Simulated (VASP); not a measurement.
# Zr2SiO4 in VASP: single point with PBE+D3(BJ)

Aim: the single point of Zr2SiO4 with PBE+D3(BJ).

Program: VASP 6.6.1. These are calculated values, not measurements. Logs are shortened: lines on timing, memory, paths and dates and some standing lists are left out, and cuts for length are marked.

**1. The cell of the first run**

The cell holds a slab with vacuum, 7 atoms: a = 3.597 Å, b = 3.597 Å, c = 21.373 Å, α = 90.00°, β = 90.00°, γ = 120.00°.

**2. Single point, PBE+D3(BJ), collinear spin**

The input, INCAR:

```
SYSTEM = Zr2SiO4
PREC = Accurate ; ENCUT = 520
EDIFF = 1E-6 ; ISMEAR = 0
SIGMA = 0.05 ; LREAL = .False.
LASPH = .True. ; NELM = 200
ALGO = Normal ; ISIF = 2
LWAVE = .False. ; LCHARG = .False.
ISPIN = 2 ; MAGMOM = 0 0 0 0 0 0 2
LORBIT = 11 ; LMAXMIX = 4
LDIPOL = .True. ; IDIPOL = 3
DIPOL = 0.5 0.5 0.318 ; GGA = PE
IVDW = 12 ; NBANDS = 39
GGA_COMPAT = .False. ; NELMDL = -8
```

The input, KPOINTS:

```
Automatic mesh
0
Gamma
  9 9 1
  0 0 0
```

The input, POSCAR:

```
Zr2SiO4
1.0
    3.5974414580      0.0000000000      0.0000000000
   -1.7987207290      3.1154756913      0.0000000000
    0.0000000000      0.0000000000     21.3728427344
O Zr Si
4 2 1
Direct
    0.0000000000      0.0000000000      0.1871533913
    0.3333333333      0.6666666667      0.2558690668
    0.6666666667      0.3333333333      0.3197992968
    0.0000000000      0.0000000000      0.3917514782
    0.6666666667      0.3333333333      0.2215112290
    0.3333333333      0.6666666667      0.3546358399
    0.3333333333      0.1666666667      0.4946858434
```

Potentials or basis: VASP PAW PBE potentials, release 64 (O, Zr_sv, Si).

Command:

```
$ cat potpaw_PBE.64/O/POTCAR potpaw_PBE.64/Zr_sv/POTCAR potpaw_PBE.64/Si/POTCAR > POTCAR
$ mpirun -np 1 vasp_std > vasp.out
```

OUTCAR:

```text
SYSTEM = Zr2SiO4
   PREC = Accurate
   ENCUT = 520
   EDIFF = 1E-6
   ISMEAR = 0
   LREAL = .False.
   LASPH = .True.
   NELM = 200
   ISIF = 2
   ISPIN = 2
   LORBIT = 11
   GGA = PE
   IVDW = 12
   NELMDL = -8
 IVDW          = 12

 ion  position               nearest neighbor table
   1  0.000  0.000  0.187-   5 2.20   5 2.20   5 2.20
   2  0.333  0.667  0.256-   6 2.11   5 2.20   5 2.20   5 2.20
   3  0.667  0.333  0.320-   5 2.10   6 2.21   6 2.21   6 2.21
   4  0.000  0.000  0.392-   6 2.22   6 2.22   6 2.22   7 2.43
   5  0.667  0.333  0.222-   3 2.10   1 2.20   1 2.20   1 2.20   2 2.20   2 2.20   2 2.20   6 3.52
                             6 3.52   6 3.52
   6  0.333  0.667  0.355-   2 2.11   3 2.21   3 2.21   3 2.21   4 2.22   4 2.22   4 2.22   7 3.49
                             7 3.49   5 3.52   5 3.52   5 3.52
   7  0.333  0.167  0.495-   4 2.43   6 3.49   6 3.49

  LATTYP: Found a hexagonal cell.
 ALAT       =     3.5974414580
 C/A-ratio  =     5.9411231521

  Lattice vectors:

 A1 = (   3.5974414580,   0.0000000000,   0.0000000000)
 A2 = (  -1.7987207290,   3.1154756913,   0.0000000000)
 A3 = (   0.0000000000,   0.0000000000,  21.3728427344)

Analysis of symmetry for initial positions (statically):
=====================================================================
 Subroutine PRICEL returns:
 Original cell was already a primitive cell.

 Routine SETGRP: Setting up the symmetry group for a
 hexagonal supercell.

 Subroutine GETGRP returns: Found  2 space group operations
 (whereof  2 operations were pure point group operations)
 out of a pool of 24 trial point group operations.

The static configuration has the point symmetry C_1h.

Analysis of symmetry for dynamics (positions and initial velocities):
=====================================================================
 Subroutine PRICEL returns:
 Original cell was already a primitive cell.

 Routine SETGRP: Setting up the symmetry group for a
 hexagonal supercell.

 Subroutine GETGRP returns: Found  2 space group operations
 (whereof  2 operations were pure point group operations)
 out of a pool of 24 trial point group operations.

The dynamic configuration has the point symmetry C_1h.

Analysis of structural, dynamic, and magnetic symmetry:
=====================================================================
 Subroutine PRICEL returns:
 Original cell was already a primitive cell.

 Routine SETGRP: Setting up the symmetry group for a
 hexagonal supercell.

 Subroutine GETGRP returns: Found  2 space group operations
 (whereof  2 operations were pure point group operations)
 out of a pool of 24 trial point group operations.

The overall configuration has the point symmetry C_1h.

 Subroutine INISYM returns: Found  2 space group operations
 (whereof  2 operations are pure point group operations),
 and found     1 'primitive' translations

----------------------------------------------------------------------------------------

                                     Primitive cell

  volume of cell :     239.5413

  direct lattice vectors                    reciprocal lattice vectors
     3.597441458  0.000000000  0.000000000     0.277975337  0.160489135  0.000000000
    -1.798720729  3.115475691  0.000000000     0.000000000  0.320978271  0.000000000
     0.000000000  0.000000000 21.372842734     0.000000000  0.000000000  0.046788348

  length of vectors
     3.597441458  3.597441458 21.372842734     0.320978271  0.320978271  0.046788348

  position of ions in fractional coordinates (direct lattice)
     0.000000000  0.000000000  0.187153391
     0.333333333  0.666666667  0.255869067
     0.666666667  0.333333333  0.319799297
     0.000000000  0.000000000  0.391751478
     0.666666667  0.333333333  0.221511229
     0.333333333  0.666666667  0.354635840
     0.333333333  0.166666667  0.494685843

  ion indices of the primitive-cell ions
   primitive index   ion index
                 1           1
                 2           2
                 3           3
                 4           4
                 5           5
                 6           6
                 7           7

----------------------------------------------------------------------------------------

 KPOINTS: Automatic mesh

Automatic generation of k-mesh.
 Grid dimensions read from file:
 generate k-points for:    9    9    1

[... 55 lines left out ...]
   ICHARG =      2    charge: 1-file 2-atom 10-const
   ISPIN  =      2    spin polarized calculation?
   LNONCOLLINEAR =      F non collinear calculations
   LSORBIT =      F    spin-orbit coupling
   LASPH  =      T    aspherical Exc in radial PAW
   ENCUT  =  520.0 eV  38.22 Ry    6.18 a.u.   6.69  6.69 39.74*2*pi/ulx,y,z
   NELM   =    200;   NELMIN=  2; NELMDL= -8     # of ELM steps
   EDIFF  = 0.1E-05   stopping-criterion for ELM
   LREAL  =      F    real-space projection
   EDIFFG = 0.1E-04   stopping-criterion for IOM
   NSW    =      0    number of steps for IOM
   IBRION =     -1    ionic relax: 0-MD 1-quasi-New 2-CG
   NFREE  =      0    steps in history (QN), initial steepest desc. (CG)
   ISIF   =      2    stress and relaxation
   ISYM   =      2    0-nonsym 1-usesym 2-fastsym
   POTIM  = 0.5000    time-step for ionic-motion
   TEBEG  =    0.0;   TEEND  =   0.0 temperature during run
   PSTRESS=    0.0 pullay stress
   NELECT =      52.0000    total number of electrons
   NUPDOWN=      -1.0000    fix difference up-down
   EMIN   =  10.00;   EMAX   =-10.00  energy-range for DOS
   EFERMI =   0.00;   METHOD = LEGACY
   ISMEAR =     0;   SIGMA  =   0.05  broadening in eV -4-tet -1-fermi 0-gaus
   EFERMI_NEDOS =   21; number of points for ismear=-14 and -15
   IALGO  =     38    algorithm
   IMIX   =      4    mixing-type and parameters
     AMIX     =   0.40;   BMIX     =  1.00
     AMIX_MAG =   1.60;   BMIX_MAG =  1.00
  volume/ion in A,a.u.               =      34.22       230.93
  Fermi-wavevector in a.u.,A,eV,Ry     =   0.983896  1.859294 13.171135  0.968051
  Thomas-Fermi vector in A             =   2.115088
   LORBIT       =     11    0 simple, 1 ext, 2 COOP (PROOUT), +10 PAW based schemes
   GGA     = PE    functional components
   LHFCALC =     F    Hartree Fock is set to
   AEXX    =    0.0000 exact exchange contribution
   IVDW    =    12    specifies the selected vdW correction
   LEPSILON=     F    determine dielectric tensor
   LRPA    =     F    only Hartree local field effects (RPA)
 spin polarized calculation
 Gauss-broadening in eV      SIGMA  =   0.05
  energy-cutoff  :      520.00
  volume of cell :      239.54
 maximum number of plane-waves:      6511
   NGX = 13   NGY = 13   NGZ = 79

 dipolmoment           0.000000      0.000000     -0.001591 electrons x Angstroem

 number of electron      51.9999998 magnetization       0.3365311

 dipolmoment           0.000000      0.000000      0.055330 electrons x Angstroem

 Free energy of the ion-electron system (eV)
  ---------------------------------------------------
  ext. energy  EPLUGINS =         0.00000000
  ---------------------------------------------------
  free energy    TOTEN  =       -58.81387705 eV

  energy without entropy =      -58.81167266  energy(sigma->0) =      -58.81277486

 E-fermi :   1.0113     XC(G=0):  -4.9810

 val. band max:        0.9699674783   @ k =  -0.3333   0.2222   0.0000
 cond. band min:       1.0195620606   @ k =   0.1111  -0.0000   0.0000
 fundamental gap:      0.0495945823
 Fermi energy:         1.0112948371

 spin component 1

 k-point     1 :       0.0000    0.0000    0.0000
  band No.  band energies     occupation
      1     -50.1265      1.00000
      2     -50.0728      1.00000
      3     -28.5591      1.00000
      4     -28.1049      1.00000
      5     -27.9809      1.00000
      6     -27.9789      1.00000
[... 973 lines left out ...]
     37       4.9804      0.00000
     38       5.4026      0.00000

 [... further k-points ...]

 spin component 2

 k-point     1 :       0.0000    0.0000    0.0000
  band No.  band energies     occupation
      1     -50.1174      1.00000
      2     -50.0698      1.00000
      3     -28.5518      1.00000
      4     -28.0966      1.00000
      5     -27.9705      1.00000
      6     -27.9690      1.00000
[... 973 lines left out ...]
     37       4.9999      0.00000
     38       5.4166      0.00000

 [... further k-points ...]

 [bands above 38 left out]

------------------------ aborting loop because EDIFF is reached ----------------------------------------

 vacuum level on the upper side and lower side of the slab       (xc-potential included)         0.296        -0.438

 Edisp (eV)   -1.45424

 E8    (eV) :    -0.6391

  FORCE on cell =-STRESS in cart. coord.  units (eV):
  Direction    XX          YY          ZZ          XY          YZ          ZX
  --------------------------------------------------------------------------------------
  -------------------------------------------------------------------------------------
  Total      -6.92953    -7.01481    -0.37348     0.07385    -0.65503    -1.13455
  in kB     -46.34834   -46.91871    -2.49802     0.49396    -4.38121    -7.58848
  external pressure =      -31.92 kB  Pullay stress =        0.00 kB

 VOLUME and BASIS-vectors are now :
 -----------------------------------------------------------------------------
  energy-cutoff  :      520.00
  volume of cell :      239.54
      direct lattice vectors                 reciprocal lattice vectors
     3.597441458  0.000000000  0.000000000     0.277975337  0.160489135  0.000000000
    -1.798720729  3.115475691  0.000000000     0.000000000  0.320978271  0.000000000
     0.000000000  0.000000000 21.372842734     0.000000000  0.000000000  0.046788348

 POSITION                                       TOTAL-FORCE (eV/Angst)
 -----------------------------------------------------------------------------------
      0.00000      0.00000      4.00000         0.001138      0.000657     -0.583224
     -0.00000      2.07698      5.46865         0.016347      0.009438      0.140369
      1.79872      1.03849      6.83502         0.089419      0.051626      0.173066
      0.00000      0.00000      8.37284         0.463275      0.267472     -0.025544
      1.79872      1.03849      4.73432         0.000152      0.000087      0.129774
     -0.00000      2.07698      7.57958        -0.103717     -0.059881      0.675431
      0.89936      0.51925     10.57284        -0.466614     -0.269400     -0.509873
 -----------------------------------------------------------------------------------
    total drift:                               -0.000019     -0.000011      0.000436

  FREE ENERGIE OF THE ION-ELECTRON SYSTEM (eV)
  ---------------------------------------------------
  free  energy   TOTEN  =       -60.2681146989 eV

  energy  without entropy=      -60.2659103130  energy(sigma->0) =      -60.26701251

 vacuum level on the upper side and lower side of the slab         5.039         4.283

 total charge

# of ion       s       p       d       tot
------------------------------------------
    1        1.560   3.459   0.000   5.019
    2        1.567   3.548   0.000   5.116
    3        1.567   3.546   0.000   5.113
    4        1.567   3.440   0.000   5.007
    5        2.168   6.038   1.326   9.533
    6        2.166   6.036   1.322   9.523
    7        0.950   0.506   0.000   1.456
--------------------------------------------------
tot         11.546  26.573   2.648  40.766

 magnetization (x)

# of ion       s       p       d       tot
------------------------------------------
    1        0.000   0.000   0.000   0.000
    2        0.000   0.001   0.000   0.001
    3        0.000   0.002   0.000   0.002
    4        0.004   0.023   0.000   0.026
    5        0.000   0.000   0.003   0.003
    6        0.002   0.001   0.012   0.015
    7        0.001   0.071   0.000   0.072
--------------------------------------------------
tot          0.007   0.098   0.015   0.119
```

Run time: 8.3 min. Hardware: 1 thread of Intel Xeon 6975P-C (Granite Rapids), shared host; peak memory 0.66 GiB.

What came out:

```yaml
Free_energy: -60.2681 eV
Largest_force: 0.742 eV/Å
Net_moment: 0.34 μB per cell
Site_moments: O +0.00, +0.03 (each value once); Zr +0.00, +0.01; Si +0.07 μB
Valence_electrons_inside_the_program's_atomic_spheres: O 5.02, 5.12, 5.11, 5.01; Zr 9.53, 9.52; Si 1.46
Dispersion_energy_per_atom: -0.208 eV
```

Forces in eV/Å, atoms in the order of the input:
```
O    0.001  0.001 -0.583
O    0.016  0.009  0.140
O    0.089  0.052  0.173
O    0.463  0.267 -0.026
Zr   0.000  0.000  0.130
Zr  -0.104 -0.060  0.675
Si  -0.467 -0.269 -0.510
```
